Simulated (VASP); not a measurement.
**Rh: single point with LDA**

Crystal: Rh.

```
Rh
1.0
     0.00000    1.87762    1.87762
     1.87762    0.00000    1.87762
     1.87762    1.87762    0.00000
Rh
1
Direct
  0.00000 0.00000 0.00000
```

```json
{"Program": "VASP 6.6.1", "Task": "single point", "Functional": "LDA", "Potentials or basis": "VASP PAW LDA potentials, release 64 (Rh_pv)", "Cutoff": "520 eV", "k mesh": "2 × 2 × 2", "Occupations": "fermi-dirac, width 0.1 eV", "Spin": "no spin polarisation"}
```

- Pressure: 64.2 GPa

Levels at points of the mesh, in eV from the Fermi level:
| k point | band 5 | band 6 | band 7 | band 8 | band 9 | band 10 | band 11 | band 12 | band 13 | band 14 |
| --- | --- | --- | --- | --- | --- | --- | --- | --- | --- | --- |
| (0.00, 0.00, 0.00) | -4.14 | -4.14 | -4.14 | -1.74 | -1.74 | 14.83 | 19.84 | 20.71 | 20.71 | 20.71 |
| (0.50, 0.00, 0.00) | -4.15 | -4.15 | -0.21 | -0.12 | -0.12 | 8.16 | 14.51 | 19.84 | 20.54 | 20.54 |
| (0.50, 0.50, 0.00) | -7.23 | -0.06 | 0.27 | 0.27 | 2.30 | 11.98 | 12.54 | 12.54 | 19.83 | 22.80 |

Run time: 1.5 s on 1 thread of Intel(R) Xeon(R) 6975P-C (Granite Rapids), on a shared host, peak memory 0.11 GiB.

Caveat: the k points lie up to 1.45 Å⁻¹ apart.
